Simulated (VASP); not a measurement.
# N (P2_13) in VASP: single point with PBE+D3(BJ)

Aim: the single point of N with PBE+D3(BJ).

Program: VASP 6.6.1. These are calculated values, not measurements. Logs are shortened: lines on timing, memory, paths and dates and some standing lists are left out, and cuts for length are marked.

## (1) The cell of the first run

The typed cell holds 8 atoms: a = 5.676 Å, b = 5.676 Å, c = 5.676 Å, α = 90.00°, β = 90.00°, γ = 90.00°.

## (2) Single point, PBE+D3(BJ)

INCAR

```
PREC = Accurate
ENCUT = 520
EDIFF = 1E-6
ISMEAR = 0
SIGMA = 0.02
LREAL = False
LASPH = True
NELM = 100
ALGO = Normal
ISIF = 2
LWAVE = False
LCHARG = True
GGA = PE
IVDW = 12
LELF = True
LVHAR = True
NBANDS = 30
```

KPOINTS

```
Automatic mesh
0
Gamma
  4 4 4
```

POSCAR

```
N
1.0
    5.6760297088      0.0000000000      0.0000000000
    0.0000000000      5.6760297088      0.0000000000
    0.0000000000      0.0000000000      5.6760297088
N
8
Direct
    0.0560735828      0.0560735828      0.0560735828
    0.4439264172      0.9439264172      0.5560735828
    0.5560735828      0.4439264172      0.9439264172
    0.9439264172      0.5560735828      0.4439264172
    0.9440318838      0.9440318838      0.9440318838
    0.5559681162      0.0559681162      0.4440318838
    0.4440318838      0.5559681162      0.0559681162
    0.0559681162      0.4440318838      0.5559681162
```

Potentials or basis: VASP PAW PBE potentials, release 64 (N).

Run with:

```sh
cat potpaw_PBE.64/N/POTCAR > POTCAR
mpirun -np 1 vasp_std > vasp.out
```

OUTCAR:

```text
PREC = Accurate
   ENCUT = 520
   EDIFF = 1E-6
   ISMEAR = 0
   LREAL = False
   LASPH = True
   NELM = 100
   ISIF = 2
   GGA = PE
   IVDW = 12
 IVDW          = 12

 ion  position               nearest neighbor table
   1  0.056  0.056  0.056-   5 1.10
   2  0.444  0.944  0.556-   6 1.10
   3  0.556  0.444  0.944-   7 1.10
   4  0.944  0.556  0.444-   8 1.10
   5  0.944  0.944  0.944-   1 1.10
   6  0.556  0.056  0.444-   2 1.10
   7  0.444  0.556  0.056-   3 1.10
   8  0.056  0.444  0.556-   4 1.10

  LATTYP: Found a simple cubic cell.
 ALAT       =     5.6760297088

  Lattice vectors:

 A1 = (   5.6760297088,   0.0000000000,   0.0000000000)
 A2 = (   0.0000000000,   5.6760297088,   0.0000000000)
 A3 = (   0.0000000000,   0.0000000000,   5.6760297088)

Analysis of symmetry for initial positions (statically):
=====================================================================
 Subroutine PRICEL returns:
 Original cell was already a primitive cell.

 Routine SETGRP: Setting up the symmetry group for a
 simple cubic supercell.

 Subroutine GETGRP returns: Found 12 space group operations
 (whereof  3 operations were pure point group operations)
 out of a pool of 48 trial point group operations.

The static configuration has the point symmetry C_3 .
 The point group associated with its full space group is T   .

Analysis of symmetry for dynamics (positions and initial velocities):
=====================================================================
 Subroutine PRICEL returns:
 Original cell was already a primitive cell.

 Routine SETGRP: Setting up the symmetry group for a
 simple cubic supercell.

 Subroutine GETGRP returns: Found 12 space group operations
 (whereof  3 operations were pure point group operations)
 out of a pool of 48 trial point group operations.

The dynamic configuration has the point symmetry C_3 .
 The point group associated with its full space group is T   .

 Subroutine INISYM returns: Found 12 space group operations
 (whereof  3 operations are pure point group operations),
 and found     1 'primitive' translations

----------------------------------------------------------------------------------------
[... 91 lines left out ...]
   EDIFF  = 0.1E-05   stopping-criterion for ELM
   LREAL  =      F    real-space projection
   EDIFFG = 0.1E-04   stopping-criterion for IOM
   NSW    =      0    number of steps for IOM
   IBRION =     -1    ionic relax: 0-MD 1-quasi-New 2-CG
   NFREE  =      0    steps in history (QN), initial steepest desc. (CG)
   ISIF   =      2    stress and relaxation
   ISYM   =      2    0-nonsym 1-usesym 2-fastsym
   POTIM  = 0.5000    time-step for ionic-motion
   TEBEG  =    0.0;   TEEND  =   0.0 temperature during run
   PSTRESS=    0.0 pullay stress
   NELECT =      40.0000    total number of electrons
   NUPDOWN=      -1.0000    fix difference up-down
   EMIN   =  10.00;   EMAX   =-10.00  energy-range for DOS
   EFERMI =   0.00;   METHOD = LEGACY
   ISMEAR =     0;   SIGMA  =   0.02  broadening in eV -4-tet -1-fermi 0-gaus
   EFERMI_NEDOS =   21; number of points for ismear=-14 and -15
   IALGO  =     38    algorithm
   IMIX   =      4    mixing-type and parameters
     AMIX     =   0.40;   BMIX     =  1.00
     AMIX_MAG =   1.60;   BMIX_MAG =  1.00
  volume/ion in A,a.u.               =      22.86       154.26
  Fermi-wavevector in a.u.,A,eV,Ry     =   0.986393  1.864013 13.238088  0.972972
  Thomas-Fermi vector in A             =   2.117771
   LORBIT       =      0    0 simple, 1 ext, 2 COOP (PROOUT), +10 PAW based schemes
   GGA     = PE    functional components
   LHFCALC =     F    Hartree Fock is set to
   AEXX    =    0.0000 exact exchange contribution
   IVDW    =    12    specifies the selected vdW correction
   LEPSILON=     F    determine dielectric tensor
   LRPA    =     F    only Hartree local field effects (RPA)
 non-spin polarized calculation
 Gauss-broadening in eV      SIGMA  =   0.02
  energy-cutoff  :      520.00
  volume of cell :      182.87
 maximum number of plane-waves:      4956
   NGX = 21   NGY = 21   NGZ = 21

 number of electron      40.0000006 magnetization

 Free energy of the ion-electron system (eV)
  ---------------------------------------------------
  ext. energy  EPLUGINS =         0.00000000
  ---------------------------------------------------
  free energy    TOTEN  =       -66.61603790 eV

  energy without entropy =      -66.61603790  energy(sigma->0) =      -66.61603790

 E-fermi :  -6.4243     XC(G=0):  -6.3921

 val. band max:       -6.5773336707   @ k =   0.5000   0.0000   0.0000
 cond. band min:       0.7953079832   @ k =   0.0000   0.0000   0.0000
 fundamental gap:      7.3726416539
 Fermi energy:        -6.4242698811

 k-point     1 :       0.0000    0.0000    0.0000
  band No.  band energies     occupation
      1     -24.9477      2.00000
      2     -24.8965      2.00000
      3     -24.8965      2.00000
      4     -24.8965      2.00000
      5     -10.1166      2.00000
      6     -10.1166      2.00000
[... 352 lines left out ...]
     29       6.0574      0.00000
     30       6.0574      0.00000

------------------------ aborting loop because EDIFF is reached ----------------------------------------

 Edisp (eV)   -0.42778

 E8    (eV) :    -0.1014

  FORCE on cell =-STRESS in cart. coord.  units (eV):
  Direction    XX          YY          ZZ          XY          YZ          ZX
  --------------------------------------------------------------------------------------
  -------------------------------------------------------------------------------------
  Total       2.28114     2.28114     2.28114     0.00000     0.00000     0.00000
  in kB      19.98609    19.98609    19.98609     0.00000     0.00000     0.00000
  external pressure =       19.99 kB  Pullay stress =        0.00 kB

 VOLUME and BASIS-vectors are now :
 -----------------------------------------------------------------------------
  energy-cutoff  :      520.00
  volume of cell :      182.87
      direct lattice vectors                 reciprocal lattice vectors
     5.676029709  0.000000000  0.000000000     0.176179487  0.000000000  0.000000000
     0.000000000  5.676029709  0.000000000     0.000000000  0.176179487  0.000000000
     0.000000000  0.000000000  5.676029709     0.000000000  0.000000000  0.176179487

 POSITION                                       TOTAL-FORCE (eV/Angst)
 -----------------------------------------------------------------------------------
      0.31828      0.31828      0.31828         1.012662      1.012662      1.012662
      2.51974      5.35775      3.15629        -1.012662     -1.012662      1.012662
      3.15629      2.51974      5.35775         1.012662     -1.012662     -1.012662
      5.35775      3.15629      2.51974        -1.012662      1.012662     -1.012662
      5.35835      5.35835      5.35835        -1.012709     -1.012709     -1.012709
      3.15569      0.31768      2.52034         1.012709      1.012709     -1.012709
      2.52034      3.15569      0.31768        -1.012709      1.012709      1.012709
      0.31768      2.52034      3.15569         1.012709     -1.012709      1.012709
 -----------------------------------------------------------------------------------
    total drift:                                0.000000      0.000000     -0.000000

  FREE ENERGIE OF THE ION-ELECTRON SYSTEM (eV)
  ---------------------------------------------------
  free  energy   TOTEN  =       -67.0438132630 eV

  energy  without entropy=      -67.0438132630  energy(sigma->0) =      -67.04381326
```

stdout:

```text
POSCAR found type information on POSCAR N
 POSCAR found :  1 types and       8 ions
 scaLAPACK will be used
 LDA part: xc-table for (Slater+PW92), standard interpolation
 POSCAR, INCAR and KPOINTS ok, starting setup
 FFT: planning ... GRIDC
 FFT: planning ... GRID_SOFT
 FFT: planning ... GRID
 WAVECAR not read
 entering main loop
```

Wall time 60 s (1 thread of Intel Xeon 8259CL, shared host); peak memory 0.26 GiB.

What came out:

```
Free energy                : -67.0438 eV
Pressure                   : 2.0 GPa
Largest force              : 1.754 eV/Å
Band gap on the k mesh     : 7.37 eV, indirect (least direct gap 7.40 eV)
Dispersion energy per atom : -0.053 eV
```

Forces in eV/Å, atoms in the order of the input:
```
N    1.013  1.013  1.013
N   -1.013 -1.013  1.013
N    1.013 -1.013 -1.013
N   -1.013  1.013 -1.013
N   -1.013 -1.013 -1.013
N    1.013  1.013 -1.013
N   -1.013  1.013  1.013
N    1.013 -1.013  1.013
```

Levels at points of the mesh, in eV from the valence-band top:
```
           k point  band 16  band 17  band 18  band 19  band 20  band 21  band 22  band 23  band 24  band 25
(0.00, 0.00, 0.00)    -1.41    -0.87    -0.02    -0.02    -0.02     7.37     7.37     7.37     8.20     8.20
(0.50, 0.00, 0.00)    -1.50    -0.31    -0.31     0.00     0.00     7.62     7.62     7.97     7.97     8.08
(0.50, 0.50, 0.00)    -1.48    -0.16    -0.16    -0.16    -0.16     7.97     7.97     7.97     7.97     8.11
(0.50, 0.50, 0.50)    -1.41    -0.22    -0.22    -0.22    -0.22     7.97     7.97     7.97     7.97     8.16
```

Caveat: the standard files for N, O and F lose accuracy on very short bonds; forces of over 1 eV/Å act on the atoms, so gaps and moduli don't describe the material at rest.
